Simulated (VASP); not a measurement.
A run of VASP 6.6.1 is set up as follows.

Contents of INCAR:

```
ALGO = Normal
EDIFF = 1E-7
EDIFFG = -0.005
ENCUT = 600
GGA = PE
IBRION = 2
ISIF = 3
ISMEAR = -1
LASPH = T
LCHARG = F
LREAL = F
LWAVE = F
NELM = 100
NSW = 32
PREC = Accurate
PSTRESS = 1500.0
SIGMA = 0.05
```

File KPOINTS:

```
k-points
0
Gamma
  17 17 17
```

File POSCAR:

```
Pd
1.0
    2.2769189460      0.0000000000      0.0000000000
    0.0000000000      2.2769189460      0.0000000000
    0.0000000000      0.0000000000      2.2769189460
Pd
1
Direct
    0.0000000000      0.0000000000      0.0000000000
```

Potentials or basis: VASP PAW PBE potentials, release 64 (Pd).

The run is started by

```console
$ cat potpaw_PBE.64/Pd/POTCAR > POTCAR
$ mpirun -np 1 vasp_std > vasp.out
```

Question: What does it give for the relaxed volume?

Answer: 11.76 Å³/atom.

Question: What does it give for the band gap on the k mesh?

Answer: Zero (band 5 reaches 16.99 eV, above the bottom of band 6 at 13.42 eV).

Final structure:
```
Pd
1.0
     2.27400    0.00000    0.00000
     0.00000    2.27400    0.00000
     0.00000    0.00000    2.27400
Pd
1
Direct
  0.00000 0.00000 0.00000
```

Caveat: the cell is relaxed towards a set pressure, so the enthalpy falls and the energy may rise.
